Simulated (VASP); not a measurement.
## Ca: single point with PBE

Ca:

```xyz
1
Lattice="3.4505 0.0000 0.0000 0.0000 3.4505 0.0000 0.0000 0.0000 3.4505" Properties=species:S:1:pos:R:3 pbc="T T T"
Ca    0.0000    0.0000    0.0000
```

This isn't the form of Ca at room conditions, which is fcc.

- Program: VASP 6.6.1
- Task: single point
- Functional: PBE
- Potentials or basis: VASP PAW PBE potentials, release 64 (Ca_sv)
- Cutoff: 520 eV
- k mesh: 16 × 16 × 16
- Occupations: fermi-dirac, width 0.0612256 eV
- Spin: no spin polarisation
- Dipole correction: no
- Further INCAR settings: ALGO = Normal; EDIFF = 1e-07; NBANDS = 11

| Item | Value |
| --- | --- |
| Pressure | 0.7 GPa |
| Band gap on the k mesh | zero (bands 5 and 6 overlap by 1.14 eV) |

Levels at points of the mesh, in eV from the Fermi level:
```
           k point  band 2  band 3  band 4  band 5  band 6  band 7  band 8  band 9
(0.00, 0.00, 0.00)  -22.99  -22.99  -22.99   -3.91    0.83    0.83    4.26    4.26
(0.50, 0.00, 0.00)  -23.24  -22.97  -22.97   -1.16   -0.47    1.36    2.96    2.96
(0.50, 0.50, 0.00)  -23.21  -23.21  -22.95   -0.44    0.98    2.52    2.52    3.27
(0.50, 0.50, 0.50)  -23.18  -23.18  -23.18    0.66    0.66    0.66    5.06    5.06
```

Wall time 70 s on 1 thread of Intel(R) Xeon(R) Platinum 8259CL CPU @ 2.50GHz (Skylake/Cascade Lake) (shared host), peak memory 0.21 GiB.
